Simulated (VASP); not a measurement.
Wanted: the native input for a VASP 6.6.1 run.

* Task: single point
* Functional: r2SCAN
* Potentials or basis: VASP PAW PBE potentials, release 64 (Cr_pv)
* Cutoff: 520 eV
* k mesh: 16 × 16 × 16
* Occupations: gaussian, width 0.05 eV
* Spin: collinear spin, antiferromagnetic start
* Starting moments: [2.75, -2.75] μB
* Dipole correction: no
* Further INCAR settings: ALGO = Normal; EDIFF = 1e-06; NBANDS = 23

Cr:

```xyz
2
Lattice="2.9790 0.0000 0.0000 0.0000 2.9790 0.0000 0.0000 0.0000 2.9790" Properties=species:S:1:pos:R:3 pbc="T T T"
Cr    0.0000    0.0000    0.0000
Cr    1.4895    1.4895    1.4895
```

One way to write it, as run:

POSCAR

```
Cr
1.0
    2.9789608898      0.0000000000      0.0000000000
    0.0000000000      2.9789608898      0.0000000000
    0.0000000000      0.0000000000      2.9789608898
Cr
2
Direct
    0.0000000000      0.0000000000      0.0000000000
    0.5000000000      0.5000000000      0.5000000000
```

INCAR.step1

```
ALGO     = Normal         # electronic algorithm
EDIFF    = 1E-4           # SCF threshold, eV
ENCUT    = 520            # plane-wave cutoff, eV
GGA      = PE             # functional
ISMEAR   = 0              # smearing method
ISPIN    = 2              # spin polarisation
LASPH    = True           # aspherical terms in the spheres
LCHARG   = False          # write CHGCAR
LMAXMIX  = 4              # l up to which the mixer works
LREAL    = False          # projectors in reciprocal space
LWAVE    = True           # write WAVECAR
MAGMOM   = 2.75 -2.75     # initial moments
NBANDS   = 23             # bands
NELM     = 150            # most SCF steps
PREC     = Accurate       # precision mode
SIGMA    = 0.05           # smearing width, eV
```

INCAR.step2

```
ALGO     = Normal         # electronic algorithm
EDIFF    = 1E-6           # SCF threshold, eV
ENCUT    = 520            # plane-wave cutoff, eV
ISIF     = 2              # what is computed and relaxed
ISMEAR   = 0              # smearing method
ISPIN    = 2              # spin polarisation
ISTART   = 1            
LASPH    = True           # aspherical terms in the spheres
LCHARG   = False          # write CHGCAR
LMAXMIX  = 4              # l up to which the mixer works
LMIXTAU  = True         
LORBIT   = 11             # projections on sites
LREAL    = False          # projectors in reciprocal space
LWAVE    = False          # write WAVECAR
MAGMOM   = 2.75 -2.75     # initial moments
METAGGA  = R2SCAN         # meta-GGA
NBANDS   = 23             # bands
NELM     = 150            # most SCF steps
PREC     = Accurate       # precision mode
SIGMA    = 0.05           # smearing width, eV
```

KPOINTS

```
k-points
0
Gamma
  16 16 16
```

Potentials or basis: VASP PAW PBE potentials, release 64 (Cr_pv).

Command:

```sh
$ cat potpaw_PBE.64/Cr_pv/POTCAR > POTCAR
$ cp INCAR.step1 INCAR
$ mpirun -np 1 vasp_std > vasp.out
$ cp INCAR.step2 INCAR
$ mpirun -np 1 vasp_std > vasp.out
```

It gave:

| Property | Result |
| --- | --- |
| Pressure | -1.5 GPa |
| Band gap on the k mesh | zero (filled and empty bands overlap) |
| Net moment | 0.00 μB per cell |
| Site moments | Cr +2.75, -2.75 μB |
| Valence electrons inside the program's atomic spheres | Cr 11.05 |

Caveat: the antiferromagnetic order is the one typed at the start, and another may lie lower; the PAW data sets were made with another functional, which shifts forces and pressure a little.

Wall time 11 min on 1 thread of Oxide Virtual Turin-like Processor (shared host), peak memory 0.22 GiB.
